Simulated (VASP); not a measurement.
# Ba (P6/mmm) in VASP: notebook

The runs below take Ba through single point, with PBE.

All numbers are computed with VASP 6.6.1; they aren't measurements. Logs are shortened: lines on timing, memory, paths and dates and some standing lists are left out, and cuts for length are marked.

**1. The cell of the first run**

It takes space group P6/mmm (No. 191, hexagonal). Conventional cell: a = 3.139 Å, b = 3.139 Å, c = 2.916 Å, α = 90.00°, β = 90.00°, γ = 120.00°. Within 3.8 Å of Ba (site symmetry 6/mmm) lie 8 Ba at 2.92 to 3.14 Å.

**2. Single point, PBE**

INCAR reads:

```
SYSTEM = Ba
  ALGO = Normal
  EDIFF = 1E-6
  ENCUT = 520
  GGA = PE
  ISIF = 2
  ISMEAR = -1
  LASPH = .TRUE.
  LCHARG = .TRUE.
  LELF = .TRUE.
  LREAL = .FALSE.
  LVHAR = .TRUE.
  LWAVE = .FALSE.
  NBANDS = 11
  NELM = 80
  PREC = Accurate
  SIGMA = 0.08
```

KPOINTS reads:

```
k-points
0
G
  10 10 9
  0 0 0
```

POSCAR reads:

```
Ba
1.0
    3.1385773372      0.0000000000      0.0000000000
   -1.5692886686      2.7180877057      0.0000000000
    0.0000000000      0.0000000000      2.9158779899
Ba
1
Direct
    0.0000000000      0.0000000000      0.0000000000
```

Potentials or basis: VASP PAW PBE potentials, release 64 (Ba_sv).

Launch:

```sh
$ cat potpaw_PBE.64/Ba_sv/POTCAR > POTCAR
$ mpirun -np 1 vasp_std > vasp.out
```

OUTCAR:

```text
SYSTEM = Ba
   EDIFF = 1E-6
   ENCUT = 520
   GGA = PE
   ISIF = 2
   ISMEAR = -1
   LASPH = .TRUE.
   LREAL = .FALSE.
   NELM = 80
   PREC = Accurate

 ion  position               nearest neighbor table
   1  0.000  0.000  0.000-

  LATTYP: Found a hexagonal cell.
 ALAT       =     3.1385773372
 C/A-ratio  =     0.9290444927

  Lattice vectors:

 A1 = (   3.1385773372,   0.0000000000,   0.0000000000)
 A2 = (  -1.5692886686,   2.7180877057,   0.0000000000)
 A3 = (   0.0000000000,   0.0000000000,   2.9158779899)

Analysis of symmetry for initial positions (statically):
=====================================================================
 Subroutine PRICEL returns:
 Original cell was already a primitive cell.

 Routine SETGRP: Setting up the symmetry group for a
 hexagonal supercell.

 Subroutine GETGRP returns: Found 24 space group operations
 (whereof 24 operations were pure point group operations)
 out of a pool of 24 trial point group operations.

The static configuration has the point symmetry D_6h.

Analysis of symmetry for dynamics (positions and initial velocities):
=====================================================================
 Subroutine PRICEL returns:
 Original cell was already a primitive cell.

 Routine SETGRP: Setting up the symmetry group for a
 hexagonal supercell.

 Subroutine GETGRP returns: Found 24 space group operations
 (whereof 24 operations were pure point group operations)
 out of a pool of 24 trial point group operations.

The dynamic configuration has the point symmetry D_6h.

 Subroutine INISYM returns: Found 24 space group operations
 (whereof 24 operations are pure point group operations),
 and found     1 'primitive' translations

----------------------------------------------------------------------------------------

                                     Primitive cell

  volume of cell :      24.8751

  direct lattice vectors                    reciprocal lattice vectors
     3.138577337  0.000000000  0.000000000     0.318615695  0.183952857  0.000000000
    -1.569288669  2.718087706  0.000000000     0.000000000  0.367905715  0.000000000
     0.000000000  0.000000000  2.915877990     0.000000000  0.000000000  0.342949878

  length of vectors
     3.138577337  3.138577337  2.915877990     0.367905715  0.367905715  0.342949878

  position of ions in fractional coordinates (direct lattice)
     0.000000000  0.000000000  0.000000000

  ion indices of the primitive-cell ions
   primitive index   ion index
                 1           1

----------------------------------------------------------------------------------------

 KPOINTS: k-points

Automatic generation of k-mesh.
 Grid dimensions read from file:
 generate k-points for:   10   10    9

 Generating k-lattice:

  Cartesian coordinates                     Fractional coordinates (reciprocal lattice)
     0.031861570  0.018395286  0.000000000     0.100000000  0.000000000  0.000000000
     0.000000000  0.036790571  0.000000000     0.000000000  0.100000000  0.000000000
     0.000000000  0.000000000  0.038105542     0.000000000  0.000000000  0.111111111

  Length of vectors
     0.036790571  0.036790571  0.038105542

  Shift w.r.t. Gamma in fractional coordinates (k-lattice)
     0.000000000  0.000000000  0.000000000

 Subroutine IBZKPT returns following result:
 ===========================================

 Found     70 irreducible k-points:

 Following reciprocal coordinates:
            Coordinates               Weight
  0.000000  0.000000  0.000000      1.000000
  0.100000 -0.000000  0.000000      6.000000
  0.200000 -0.000000  0.000000      6.000000
  0.300000 -0.000000  0.000000      6.000000
  0.400000 -0.000000  0.000000      6.000000
  0.500000 -0.000000  0.000000      3.000000
[... 16 lines left out ...]
  0.300000  0.100000  0.111111     24.000000
  0.400000  0.100000  0.111111     24.000000
 [... further k-points ...]
   k-points           NKPTS =     70   k-points in BZ     NKDIM =     70   number of bands    NBANDS=     11
   number of dos      NEDOS =    301   number of ions     NIONS =      1
   total plane-waves  NPLWV =  13824
   dimension x,y,z NGX =    24 NGY =   24 NGZ =   24
   dimension x,y,z NGXF=    48 NGYF=   48 NGZF=   48
   ions per type =               1
   NGX,Y,Z   is equivalent  to a cutoff of  12.71, 12.71, 13.68 a.u.
   NGXF,Y,Z  is equivalent  to a cutoff of  25.42, 25.42, 27.37 a.u.
 SYSTEM =  Ba
   PREC   = accura    normal or accurate (medium, high low for compatibility)
   ISTART =      0    job   : 0-new  1-cont  2-samecut
   ICHARG =      2    charge: 1-file 2-atom 10-const
   ISPIN  =      1    spin polarized calculation?
   LNONCOLLINEAR =      F non collinear calculations
   LSORBIT =      F    spin-orbit coupling
   LASPH  =      T    aspherical Exc in radial PAW
   ENCUT  =  520.0 eV  38.22 Ry    6.18 a.u.   5.84  5.84  5.42*2*pi/ulx,y,z
   NELM   =     80;   NELMIN=  2; NELMDL= -5     # of ELM steps
   EDIFF  = 0.1E-05   stopping-criterion for ELM
   LREAL  =      F    real-space projection
   EDIFFG = 0.1E-04   stopping-criterion for IOM
   NSW    =      0    number of steps for IOM
   IBRION =     -1    ionic relax: 0-MD 1-quasi-New 2-CG
   NFREE  =      0    steps in history (QN), initial steepest desc. (CG)
   ISIF   =      2    stress and relaxation
   ISYM   =      2    0-nonsym 1-usesym 2-fastsym
   POTIM  = 0.5000    time-step for ionic-motion
   TEBEG  =    0.0;   TEEND  =   0.0 temperature during run
   PSTRESS=    0.0 pullay stress
   NELECT =      10.0000    total number of electrons
   NUPDOWN=      -1.0000    fix difference up-down
   EMIN   =  10.00;   EMAX   =-10.00  energy-range for DOS
   EFERMI =   0.00;   METHOD = LEGACY
   ISMEAR =    -1;   SIGMA  =   0.08  broadening in eV -4-tet -1-fermi 0-gaus
   EFERMI_NEDOS =   21; number of points for ismear=-14 and -15
   IALGO  =     38    algorithm
   IMIX   =      4    mixing-type and parameters
     AMIX     =   0.40;   BMIX     =  1.00
     AMIX_MAG =   1.60;   BMIX_MAG =  1.00
  volume/ion in A,a.u.               =      24.88       167.87
  Fermi-wavevector in a.u.,A,eV,Ry     =   1.208239  2.283241 19.862358  1.459842
  Thomas-Fermi vector in A             =   2.343853
   LORBIT       =      0    0 simple, 1 ext, 2 COOP (PROOUT), +10 PAW based schemes
   GGA     = PE    functional components
   LHFCALC =     F    Hartree Fock is set to
   AEXX    =    0.0000 exact exchange contribution
   IVDW    =     0    specifies the selected vdW correction
   LEPSILON=     F    determine dielectric tensor
   LRPA    =     F    only Hartree local field effects (RPA)
 non-spin polarized calculation
  energy-cutoff  :      520.00
  volume of cell :       24.88
 maximum number of plane-waves:       685
 NGX is ok and might be reduce to    24

 number of electron      10.0000000 magnetization

 Free energy of the ion-electron system (eV)
  ---------------------------------------------------
  ext. energy  EPLUGINS =         0.00000000
  ---------------------------------------------------
  free energy    TOTEN  =         0.26480531 eV

  energy without entropy =        0.28709504  energy(sigma->0) =        0.27595018

 E-fermi :   6.7131     XC(G=0): -11.0661

 val. band max:        6.7103261591   @ k =   0.3000   0.1000   0.3333
 cond. band min:       6.7244057156   @ k =   0.3000  -0.0000   0.0000
 fundamental gap:      0.0140795565
 Fermi energy:         6.7131147550

 k-point     1 :       0.0000    0.0000    0.0000
  band No.  band energies     occupation
      1     -23.2874      2.00000
      2      -5.1191      2.00000
      3      -5.1191      2.00000
      4      -4.9807      2.00000
      5       5.1936      2.00000
      6       5.4171      2.00000
      7       8.8914      0.00000
      8       8.8914      0.00000
      9      14.6257      0.00000
     10      18.2525      0.00000
     11      18.2525      0.00000

 k-point     2 :       0.1000   -0.0000    0.0000
  band No.  band energies     occupation
      1     -23.1890      2.00000
      2      -5.8028      2.00000
      3      -5.2655      2.00000
      4      -4.9086      2.00000
      5       5.5211      2.00000
      6       5.9429      1.99987
      7       8.2572      0.00000
      8       9.4325      0.00000
      9      16.0775      0.00000
     10      16.7786      0.00000
     11      18.0431      0.00000

 k-point     3 :       0.2000   -0.0000    0.0000
  band No.  band energies     occupation
      1     -22.9174      2.00000
      2      -7.3012      2.00000
      3      -5.6208      2.00000
      4      -4.7129      2.00000
      5       5.9249      1.99989
      6       6.0919      1.99915
      7       8.8818      0.00000
      8      10.9615      0.00000
      9      14.6740      0.00000
     10      17.5548      0.00000
     11      19.2561      0.00000

 k-point     4 :       0.3000   -0.0000    0.0000
  band No.  band energies     occupation
      1     -22.5485      2.00000
      2      -8.8450      2.00000
      3      -6.0147      2.00000
      4      -4.4553      2.00000
      5       5.0410      2.00000
      6       6.7244      0.92955
      7      11.0330      0.00000
      8      12.9263      0.00000
      9      13.2659      0.00000
     10      17.0386      0.00000
     11      18.6130      0.00000
[... 239 lines left out ...]
 k-point    22 :       0.2000    0.1000    0.1111
  band No.  band energies     occupation
      1     -22.5698      2.00000
      2      -8.0930      2.00000
      3      -6.0381      2.00000
      4      -5.4636      2.00000
      5       6.4063      1.95771
      6       7.6398      0.00002
      7       8.8426      0.00000
      8      11.9233      0.00000
      9      13.9455      0.00000
     10      15.0493      0.00000
     11      21.1176      0.00000

 k-point    23 :       0.3000    0.1000    0.1111
  band No.  band energies     occupation
      1     -22.2137      2.00000
      2      -9.3298      2.00000
      3      -6.5004      2.00000
      4      -5.1857      2.00000
      5       5.5911      2.00000
      6       8.2106      0.00000
      7       9.7222      0.00000
      8      12.4622      0.00000
      9      14.2490      0.00000
     10      16.2019      0.00000
     11      20.0630      0.00000

 k-point    24 :       0.4000    0.1000    0.1111
  band No.  band energies     occupation
      1     -21.9719      2.00000
      2     -10.0576      2.00000
      3      -6.7590      2.00000
      4      -5.0020      2.00000
      5       5.1654      2.00000
      6       8.6498      0.00000
      7       9.3338      0.00000
      8      13.8373      0.00000
      9      14.3347      0.00000
     10      17.4395      0.00000
     11      20.4025      0.00000

 [... further k-points ...]

------------------------ aborting loop because EDIFF is reached ----------------------------------------

  FORCE on cell =-STRESS in cart. coord.  units (eV):
  Direction    XX          YY          ZZ          XY          YZ          ZX
  --------------------------------------------------------------------------------------
  -------------------------------------------------------------------------------------
  Total        5.5906087      5.5906087      5.9366749      0.0000000      0.0000000     -0.0000000
  in kB      360.0841732    360.0841732    382.3738658      0.0000000      0.0000000     -0.0000000
  external PRESSURE =     367.5140707 kB  Pullay stress =       0.0000000 kB

 VOLUME and BASIS-vectors are now :
 -----------------------------------------------------------------------------
  energy-cutoff  :      520.00
  volume of cell :       24.88
      direct lattice vectors                 reciprocal lattice vectors
     3.138577337  0.000000000  0.000000000     0.318615695  0.183952857  0.000000000
    -1.569288669  2.718087706  0.000000000     0.000000000  0.367905715  0.000000000
     0.000000000  0.000000000  2.915877990     0.000000000  0.000000000  0.342949878

 POSITION                                       TOTAL-FORCE (eV/Angst)
 -----------------------------------------------------------------------------------
      0.00000      0.00000      0.00000         0.000000      0.000000      0.000000
 -----------------------------------------------------------------------------------
    total drift:                               -0.000000      0.000000      0.000000

  FREE ENERGIE OF THE ION-ELECTRON SYSTEM (eV)
  ---------------------------------------------------
  free  energy   TOTEN  =         0.2648053104 eV

  energy  without entropy=        0.2870950404  energy(sigma->0) =        0.27595018
```

Wall time 5 s (1 thread of Intel Xeon 6975P-C (Granite Rapids), shared host); peak memory 0.14 GiB.

What came out:

- Free energy: 0.2648 eV
- Pressure: 36.8 GPa
- Band gap on the k mesh: zero (band 5 reaches 8.73 eV, above the bottom of band 6 at 5.01 eV)

Levels at points of the mesh, in eV from the Fermi level:
```csv
k point,band 2,band 3,band 4,band 5,band 6,band 7,band 8,band 9
"(0.00, 0.00, 0.00)",-11.83,-11.83,-11.69,-1.52,-1.30,2.18,2.18,7.91
"(0.50, 0.00, 0.00)",-17.09,-13.12,-10.86,-2.58,1.16,4.66,5.63,9.83
```

Caveat: spin-orbit coupling is left out, which moves the levels of the heavy elements.

**3. Single point, PBE**

INCAR reads:

```
  PREC = Accurate
  ENCUT = 520
  EDIFF = 1E-7
  ISMEAR = -1
  SIGMA = 0.08
  LREAL = False
  LASPH = True
  NELM = 80
  ALGO = Normal
  ISIF = 2
  LWAVE = False
  LCHARG = True
  GGA = PE
  LELF = True
  LVHAR = True
  NBANDS = 11
```

KPOINTS reads:

```
Automatic mesh
0
Gamma
  10 10 9
```

POSCAR is that of step 2.

Potentials or basis: VASP PAW PBE potentials, release 64 (Ba_sv).

Launch:

```sh
$ cat potpaw_PBE.64/Ba_sv/POTCAR > POTCAR
$ mpirun -np 1 vasp_std > vasp.out
```

It took 7 s on 1 thread of Intel Xeon 6975P-C (Granite Rapids), shared host; peak memory 0.15 GiB.

Results (log left out):

```
Free energy            : 0.2648 eV
Pressure               : 36.8 GPa
Band gap on the k mesh : zero (band 5 reaches 8.73 eV, above the bottom of band 6 at 5.01 eV)
```

Stress tensor (GPa, compression positive):
```
36.01  0.00  0.00
 0.00 36.01  0.00
 0.00  0.00 38.24
```

Levels at points of the mesh, in eV from the Fermi level:
```tsv
k point	band 2	band 3	band 4	band 5	band 6	band 7	band 8	band 9
(0.00, 0.00, 0.00)	-11.83	-11.83	-11.69	-1.52	-1.30	2.18	2.18	7.91
(0.50, 0.00, 0.00)	-17.09	-13.12	-10.86	-2.58	1.16	4.66	5.63	9.83
```

Caveat: spin-orbit coupling is left out, which moves the levels of the heavy elements.

**4. Single point, PBE**

This run uses another cell than the first one, of 31.09 Å³/atom, 1.250 times its volume.

INCAR reads:

```
PREC = Accurate
ENCUT = 520
EDIFF = 1E-6
ISMEAR = -1
SIGMA = 0.08
LREAL = F
LASPH = T
NELM = 60
ALGO = Normal
ISIF = 2
LWAVE = F
LCHARG = F
GGA = PE
NBANDS = 11
```

KPOINTS reads:

```
regular mesh
0
Gamma
  10 10 9
```

POSCAR reads:

```
Ba
1.0
    3.4364464638      0.0000000000      0.0000000000
   -1.7182232319      2.9760499365      0.0000000000
    0.0000000000      0.0000000000      3.0403659829
Ba
1
Direct
    0.0000000000      0.0000000000      0.0000000000
```

Launch:

```sh
$ cat potpaw_PBE.64/Ba_sv/POTCAR > POTCAR
$ mpirun -np 1 vasp_std > vasp.out
```

It took 7.2 s on 1 thread of Intel Xeon 6975P-C (Granite Rapids), shared host; peak memory 0.16 GiB.

The run converged. Its results:

```
Free energy            : -0.7058 eV
Pressure               : 17.5 GPa
Band gap on the k mesh : zero (band 5 reaches 6.21 eV, above the bottom of band 6 at 4.02 eV)
```

Stress tensor (GPa, compression positive):
```
16.64  0.00  0.00
 0.00 16.64  0.00
 0.00  0.00 19.37
```

Levels at points of the mesh, in eV from the Fermi level:
| k point | band 1 | band 2 | band 3 | band 4 | band 5 | band 6 | band 7 | band 8 | band 9 | band 10 |
| --- | --- | --- | --- | --- | --- | --- | --- | --- | --- | --- |
| (0.00, 0.00, 0.00) | -29.22 | -12.68 | -12.68 | -11.93 | -2.32 | -0.71 | 2.00 | 2.00 | 7.34 | 9.62 |
| (0.50, 0.00, 0.00) | -28.69 | -15.69 | -13.38 | -11.53 | -1.97 | 0.80 | 4.24 | 4.97 | 8.52 | 8.89 |

Caveat: spin-orbit coupling is left out, which moves the levels of the heavy elements.

**5. Single point, PBE**

INCAR reads:

```
SYSTEM = Ba
  PREC = Accurate
  ENCUT = 520
  EDIFF = 1E-7
  ISMEAR = -1
  SIGMA = 0.08
  LREAL = .False.
  LASPH = .True.
  NELM = 60
  ALGO = Normal
  ISIF = 2
  LWAVE = .False.
  LCHARG = .False.
  GGA = PE
  NBANDS = 11
```

KPOINTS reads:

```
regular mesh
0
Gamma
  10 10 9
  0 0 0
```

POSCAR reads:

```
Ba
1.0
    3.4364464638      0.0000000000      0.0000000000
   -1.7182232319      2.9760499364      0.0000000000
    0.0000000000      0.0000000000      3.0403659829
Ba
1
Direct
    0.0000000000      0.0000000000      0.0000000000
```

Launch:

```sh
$ cat potpaw_PBE.64/Ba_sv/POTCAR > POTCAR
$ mpirun -np 1 vasp_std > vasp.out
```

Run time: 8.4 s. Hardware: 1 thread of Intel Xeon 6975P-C (Granite Rapids), shared host; peak memory 0.16 GiB.

It converged, with:

```
Free energy            : -0.7058 eV
Pressure               : 17.5 GPa
Band gap on the k mesh : zero (band 5 reaches 6.21 eV, above the bottom of band 6 at 4.02 eV)
```

Stress tensor (GPa, compression positive):
```
16.64  0.00  0.00
 0.00 16.64  0.00
 0.00  0.00 19.36
```

Levels at points of the mesh, in eV from the Fermi level:
```
           k point  band 2  band 3  band 4  band 5  band 6  band 7  band 8  band 9
(0.00, 0.00, 0.00)  -12.68  -12.68  -11.93   -2.32   -0.71    2.00    2.00    7.34
(0.50, 0.00, 0.00)  -15.69  -13.38  -11.54   -1.97    0.80    4.24    4.97    8.52
```

Caveat: spin-orbit coupling is left out, which moves the levels of the heavy elements.
